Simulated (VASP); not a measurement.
## SiO2: single point with LDA

The system is SiO2.

```
Si O
1.0
     5.03870    0.00000    0.00000
    -2.51935    4.36364    0.00000
     0.00000    0.00000    5.52485
Si O
3 6
Direct
  0.00000 0.50000 0.33333
  0.50000 0.50000 0.66667
  0.50000 0.00000 0.00000
  0.58439 0.79220 0.83333
  0.79220 0.58439 0.50000
  0.79220 0.20780 0.16667
  0.41561 0.20780 0.83333
  0.20780 0.41561 0.50000
  0.20780 0.79220 0.16667
```

```yaml
Program: VASP 6.6.1
Task: single point
Functional: LDA
Potentials_or_basis: VASP PAW LDA potentials, release 64 (Si, O)
Cutoff: 520 eV
k_mesh: 6 × 6 × 4
Occupations: gaussian, width 0.02 eV
Spin: no spin polarisation
Dipole_correction: no
Further_INCAR_settings: ALGO = Normal; EDIFF = 1e-06; NBANDS = 34
```

The pressure is 0.6 GPa and the largest force is 0.008 eV/Å. The band gap on the k mesh is 5.49 eV, indirect (least direct gap 5.68 eV).

Forces in eV/Å, atoms in the order of the input:
```
Si   0.000  0.000  0.000
Si   0.000  0.000  0.000
Si   0.000  0.000  0.000
O    0.007  0.004  0.000
O    0.000  0.008  0.000
O    0.007 -0.004  0.000
O   -0.007 -0.004  0.000
O    0.000 -0.008  0.000
O   -0.007  0.004  0.000
```

Levels at points of the mesh, in eV from the valence-band top:
```csv
k point,band 20,band 21,band 22,band 23,band 24,band 25,band 26,band 27,band 28,band 29
"(0.00, 0.00, 0.00)",-1.02,-1.02,-0.49,-0.49,-0.19,5.49,8.73,8.73,9.02,9.02
"(0.50, 0.00, 0.00)",-1.21,-1.20,-1.02,-0.36,0.00,7.54,8.39,9.40,9.46,9.47
"(0.00, 0.00, 0.50)",-1.89,-1.21,-0.29,0.00,0.00,7.32,7.32,8.19,9.62,9.62
"(0.50, 0.00, 0.50)",-1.37,-0.95,-0.75,-0.71,-0.35,8.58,8.98,9.02,9.15,9.50
```

Wall time 50 s on 1 thread of Intel(R) Xeon(R) Platinum 8488C (Sapphire Rapids), with other jobs on the host, peak memory 0.22 GiB.

A k mesh can miss the band edges. As with any semilocal functional, this LDA gap is likely too small.
